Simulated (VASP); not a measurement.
PbSe: single point with r2SCAN

The system is PbSe.

```
Pb Se
1.0
     0.00000    3.15048    3.15048
     3.15048    0.00000    3.15048
     3.15048    3.15048    0.00000
Pb Se
1 1
Direct
  0.00000 0.00000 0.00000
  0.50000 0.50000 0.50000
```

This cell differs from its parent crystal: strain +2.0%.

| Property | Result |
| --- | --- |
| Program | VASP 6.6.1 |
| Task | single point |
| Functional | r2SCAN |
| Potentials or basis | VASP PAW PBE potentials, release 64 (Pb_d, Se) |
| Cutoff | 520 eV |
| k mesh | 8 × 8 × 8 |
| Occupations | fermi-dirac, width 0.02 eV |
| Spin | non-collinear spin, zero start, spin-orbit coupling |
| Starting moments | [[0.0, 0.0, 0.0], [0.0, 0.0, 0.0]] μB |
| Dipole correction | no |
| Further INCAR settings | ALGO = Normal; EDIFF = 1e-07; NBANDS = 32 |

| Quantity | Value |
| --- | --- |
| Pressure | -2.8 GPa |
| Net moment | 0.00 μB per cell |
| Valence electrons inside the program's atomic spheres | Pb 11.79; Se 3.83 |

Moments on the atoms (μB; x, y, z):
```
Pb  0.00 0.00 0.00
Se  0.00 0.00 0.00
```

It took 21 min on 1 thread of Intel Xeon 8259CL (shared host), peak memory 0.52 GiB.

Caveat: the cell differs from its parent crystal (strain +2.0%); the PAW data sets were made with another functional, which shifts forces and pressure a little.
